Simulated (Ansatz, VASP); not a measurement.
Two plane-wave programs on Rh

The input INCAR:

```
PREC = Accurate ; ENCUT = 520
EDIFF = 1E-8 ; ISMEAR = -1
SIGMA = 0.03 ; LREAL = F
LASPH = T ; NELM = 60
ALGO = Normal ; ISIF = 2
LWAVE = F ; LCHARG = F
GGA = CA ; LEFG = T
NBANDS = 14
```

KPOINTS

```
Automatic mesh
0
Gamma
  16 16 16
```

POSCAR

```
Rh
1.0
    0.0000000000      1.8627319650      1.8627319650
    1.8627319650      0.0000000000      1.8627319650
    1.8627319650      1.8627319650      0.0000000000
Rh
1
Direct
    0.0000000000      0.0000000000      0.0000000000
```

Input for Ansatz:

```yaml
crystal:
  lattice:
    - [0.0, 1.862731965, 1.862731965]
    - [1.862731965, 0.0, 1.862731965]
    - [1.862731965, 1.862731965, 0.0]
  atoms:
    - { symbol: Rh, position: [0.0, 0.0, 0.0] }
kpoints:
  mp_grid: { grid: [16, 16, 16] }
scf:
  occupations: { method: fermi_dirac, width: 0.03 }
hamiltonian:
  xc: lda
  pseudopotentials: { kind: paw }
output:
  forces: true
  stress: true
  eigenvalues: true
  efg: { contact_densities: true }
```

Change from the starting cell: volume scaled by 0.94, PAW files.

Alike in both runs: task electric field gradients; functional LDA; k mesh 16 × 16 × 16; occupations fermi-dirac, width 0.03 eV; no spin polarisation.

```csv
,VASP,Ansatz
version,VASP 6.6.1,Ansatz 0.2.0
potentials or method,"VASP PAW LDA potentials, release 64 (Rh_pv)","PAW with Ansatz's default frozen-core files, scalar-relativistic"
plane-wave cutoff (eV),520,420
valence electrons in the cell,15,17
```

|  | VASP | Ansatz | Ansatz less VASP |
| --- | --- | --- | --- |
| pressure (GPa) | 8.7 | 7.7 | -1.02 |

LDA's correlation is that of Perdew and Zunger in VASP and of Perdew and Wang (1992) in Ansatz. VASP's potentials hold 15 valence electrons a cell and Ansatz's 17, so a difference there can come from the potentials and not from the codes.
